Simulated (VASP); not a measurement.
Write the native input for VASP 6.6.1 that does the following.

| Quantity | Value |
| --- | --- |
| Task | single point |
| Functional | PBE |
| Potentials or basis | VASP PAW PBE potentials, release 64 (Te, Mo_sv) |
| Cutoff | 520 eV |
| k mesh | 4 × 8 × 2 |
| Occupations | fermi-dirac, width 0.05 eV |
| Spin | no spin polarisation |
| Dipole correction | no |
| Further INCAR settings | ALGO = Normal; EDIFF = 1e-06; NBANDS = 64 |

The structure of Te2Mo lies in POSCAR:

```
Te2Mo
1.0
    6.2007800682      0.0000000000      0.0000000000
    0.0000000000      3.3981842111      0.0000000000
   -0.9274669445      0.0000000000     13.5453481849
Te Mo
8 4
Direct
    0.9437000000      0.7500000000      0.6045000000
    0.0563000000      0.2500000000      0.3955000000
    0.9030000000      0.2500000000      0.8514000000
    0.0970000000      0.7500000000      0.1486000000
    0.4112000000      0.7500000000      0.8955000000
    0.5888000000      0.2500000000      0.1045000000
    0.4432000000      0.2500000000      0.6484000000
    0.5568000000      0.7500000000      0.3516000000
    0.8167000000      0.7500000000      0.9926000000
    0.1833000000      0.2500000000      0.0074000000
    0.6819000000      0.2500000000      0.4934000000
    0.3181000000      0.7500000000      0.5066000000
```

One way to write it, as run:

INCAR

```
ALGO     = Normal         # electronic algorithm
EDIFF    = 1E-6           # SCF threshold, eV
ENCUT    = 520            # plane-wave cutoff, eV
GGA      = PE             # functional
ISIF     = 2              # what is computed and relaxed
ISMEAR   = -1             # smearing method
LASPH    = True           # aspherical terms in the spheres
LCHARG   = False          # write CHGCAR
LREAL    = False          # projectors in reciprocal space
LWAVE    = False          # write WAVECAR
NBANDS   = 64             # bands
NELM     = 80             # most SCF steps
PREC     = Accurate       # precision mode
SIGMA    = 0.05           # smearing width, eV
```

KPOINTS

```
k-points
0
Gamma
  4 8 2
```

Potentials or basis: VASP PAW PBE potentials, release 64 (Te, Mo_sv).

Run with:

```sh
$ cat potpaw_PBE.64/Te/POTCAR potpaw_PBE.64/Mo_sv/POTCAR > POTCAR
$ mpirun -np 1 vasp_std > vasp.out
```

Results of the run:

The pressure is 9.9 GPa and the largest force is 1.193 eV/Å. The band gap on the k mesh is zero (band 52 reaches 9.26 eV, above the bottom of band 53 at 8.96 eV).

Caveat: spin-orbit coupling is left out, which moves the levels of the heavy elements; forces of over 1 eV/Å act on the atoms, so gaps and moduli don't describe the material at rest.

Run time: 13 min on 1 thread of Intel(R) Xeon(R) Platinum 8488C (Sapphire Rapids), on a shared host, peak memory 0.65 GiB.
